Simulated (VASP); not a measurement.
The system is YZnC4N4.

```
CELL_PARAMETERS angstrom
6.10086 0.00000 0.00000
0.00000 6.10086 0.00000
0.00000 0.00000 6.10086
ATOMIC_POSITIONS crystal
Y 0.00000 0.00000 0.00000
Zn 0.50000 0.50000 0.50000
C 0.19930 0.19930 0.19930
C 0.19930 0.80070 0.80070
C 0.80070 0.19930 0.80070
C 0.80070 0.80070 0.19930
N 0.31002 0.31002 0.31002
N 0.31002 0.68998 0.68998
N 0.68998 0.31002 0.68998
N 0.68998 0.68998 0.31002
```

| Property | Result |
| --- | --- |
| Program | VASP 6.6.1 |
| Task | relaxation of cell and atoms |
| Functional | PBE |
| Potentials or basis | VASP PAW PBE potentials, release 64 (Y_sv, Zn, C, N) |
| Cutoff | 600 eV |
| k mesh | 4 × 4 × 4 |
| Occupations | gaussian, width 0.1 eV |
| Spin | no spin polarisation |

At the start: pressure 8.6 GPa; volume 22.71 Å³/atom.

Problem. Where does the relaxation end?

Solution. Over 10 steps the energy falls by 219.3 meV/atom and the volume is 26.22 Å³/atom (+15.5 %); space group P-43m (No. 215, to 0.1 Å) before and after.

The path:
| step | energy change (eV) | largest force (eV/Å) | pressure (GPa) | volume (Å³) |
| --- | --- | --- | --- | --- |
| 1 | 0.0000 | 3.1764 | 8.56 | 227.08 |
| 2 | -1.9015 | 3.6852 | 1.65 | 269.35 |
| 3 | -1.9048 | 3.5954 | 1.77 | 267.62 |
| 4 | 2.2367 | 10.4413 | -11.54 | 301.33 |
| 5 | -2.0735 | 0.9819 | -1.69 | 272.36 |
| 6 | -2.0794 | 0.5728 | -1.26 | 271.64 |
| 7 | -2.0796 | 0.4637 | -1.14 | 271.45 |
| 8 | -2.1352 | 0.3325 | -0.81 | 268.71 |
| 9 | -2.1921 | 0.0592 | 0.02 | 262.95 |
| 10 | -2.1927 | 0.0211 | 0.14 | 262.23 |

Final structure:
```yaml
crystal:
  lattice:
    - [6.40073, 0.00000, 0.00000]
    - [0.00000, 6.40073, 0.00000]
    - [0.00000, 0.00000, 6.40073]
  atoms:
    - { symbol: Y, position: [0.00000, 0.00000, 0.00000] }
    - { symbol: Zn, position: [0.50000, 0.50000, 0.50000] }
    - { symbol: C, position: [0.21693, 0.21693, 0.21693] }
    - { symbol: C, position: [0.21693, 0.78307, 0.78307] }
    - { symbol: C, position: [0.78307, 0.21693, 0.78307] }
    - { symbol: C, position: [0.78307, 0.78307, 0.21693] }
    - { symbol: N, position: [0.32290, 0.32290, 0.32290] }
    - { symbol: N, position: [0.32290, 0.67710, 0.67710] }
    - { symbol: N, position: [0.67710, 0.32290, 0.67710] }
    - { symbol: N, position: [0.67710, 0.67710, 0.32290] }
```

Caveat: the volume moved by over 15 % at a fixed basis, so the end points are rough.
